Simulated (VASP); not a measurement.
Here is a VASP 6.6.1 calculation.

INCAR

```
SYSTEM = WSe2
PREC = Accurate
ENCUT = 520
EDIFF = 1E-7
ISMEAR = 0
SIGMA = 0.02
LREAL = .FALSE.
LASPH = .TRUE.
NELM = 60
ALGO = Normal
ISIF = 2
LWAVE = .FALSE.
LCHARG = .FALSE.
GGA = PS
NBANDS = 20
```

Contents of KPOINTS:

```
Automatic mesh
0
G
  12 12 2
  0 0 0
```

File POSCAR:

```
WSe2
1.0
    3.2702748236      0.0000000000      0.0000000000
   -1.6351374118      2.8321410746      0.0000000000
    0.0000000000      0.0000000000     17.6606508037
W Se
1 2
Direct
    0.0000000000      0.0000000000      0.0000000000
    0.3333333333      0.6666666667      0.0947113977
    0.3333333333      0.6666666667      0.9052886023
```

Potentials or basis: VASP PAW PBE potentials, release 64 (W_sv, Se).

The run is started by

```console
$ cat potpaw_PBE.64/W_sv/POTCAR potpaw_PBE.64/Se/POTCAR > POTCAR
$ mpirun -np 1 vasp_std > vasp.out
```

Question: Estimate the band gap on the k mesh.

Answer: 1.69 eV.

Question: Estimate the largest force.

Answer: 0.062 eV/Å.

Forces on the atoms (eV/Å):
```
W    0.000  0.000  0.000
Se   0.000  0.000  0.062
Se   0.000  0.000 -0.062
```

Caveat: there is no dipole correction, which matters where the two faces differ; the PAW data sets were made with another functional, which shifts forces and pressure a little; spin-orbit coupling is left out, which moves the levels of the heavy elements.
